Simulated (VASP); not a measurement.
Here is a VASP 6.6.1 calculation.

Contents of INCAR:

```
SYSTEM = Y2AlN3
  PREC = Accurate
  ENCUT = 520
  EDIFF = 1E-7
  ISMEAR = 0
  SIGMA = 0.1
  LREAL = .FALSE.
  LASPH = .TRUE.
  NELM = 80
  ALGO = Normal
  ISIF = 2
  LWAVE = .FALSE.
  LCHARG = .FALSE.
  GGA = PE
  NBANDS = 29
```

File KPOINTS:

```
Automatic mesh
0
G
  3 3 4
  0 0 0
```

Contents of POSCAR:

```
Y2AlN3
1.0
    5.5898395198     -0.0000000028      0.0000000000
   -2.7949197575      4.8409430286      0.0000000000
    0.0000000000      0.0000000000      3.2135767146
Y Al N
2 1 3
Direct
    0.3333333333      0.6666666667      0.0847625319
    0.6666666667      0.3333333333      0.9152374681
    0.0000000000      0.0000000000      0.5000000000
    0.3315876326      0.0000000000      0.5000000000
    0.0000000000      0.3315876326      0.5000000000
    0.6684123674      0.6684123674      0.5000000000
```

Potentials or basis: VASP PAW PBE potentials, release 64 (Y_sv, Al, N).

Run with:

```sh
$ cat potpaw_PBE.64/Y_sv/POTCAR potpaw_PBE.64/Al/POTCAR potpaw_PBE.64/N/POTCAR > POTCAR
$ mpirun -np 1 vasp_std > vasp.out
```

What does it give for the largest force?

0.024 eV/Å.

Estimate the pressure.

-0.4 GPa.

Predict the band gap on the k mesh.

1.73 eV (least direct gap 1.96 eV).

Stress tensor (GPa, compression positive):
```
-0.52  0.00  0.00
 0.00 -0.52  0.00
 0.00  0.00 -0.15
```

Caveat: the k points lie up to 0.49 Å⁻¹ apart. A k mesh can miss the band edges.
